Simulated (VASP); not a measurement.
Runs of VASP 6.6.1 on Te. The structure is that of space group P3_221 (No. 154), or close to it. The cells are those of the table. 

```csv
level,potentials or basis,cell,cutoff (eV),smearing,pressure (GPa),moment (μB),largest force (eV/Å)
LDA,"VASP PAW LDA potentials, release 64 (Te)","a = 4.387, b = 4.387, c = 5.835 Å, angles 90.0, 90.0, 120.0°, 3 atoms",520,tetrahedron,0.8,0.00,0.36
LDA,"VASP PAW LDA potentials, release 64 (Te)","a = 4.447, b = 4.447, c = 5.915 Å, angles 90.0, 90.0, 120.0°, 3 atoms",520,tetrahedron,-1.3,0.00,0.14
LDA,"VASP PAW LDA potentials, release 64 (Te)","a = 4.417, b = 4.417, c = 5.875 Å, angles 90.0, 90.0, 120.0°, 3 atoms",520,tetrahedron,(a),0.00,0.25
r2SCAN+rVV10,"VASP PAW PBE potentials, release 64 (Te)","a = 4.447, b = 4.447, c = 5.915 Å, angles 90.0, 90.0, 120.0°, 3 atoms",550,fermi-dirac 0.1 eV,0.8,0.00,0.03
```

Alike in all rows: task single point; spin non-collinear, zero start, SOC; k mesh 7 × 7 × 5.

Fill in the values left out.

(a) -0.3.

Caveats: the PAW data sets were made with another functional, which shifts forces and pressure a little (at least some runs).
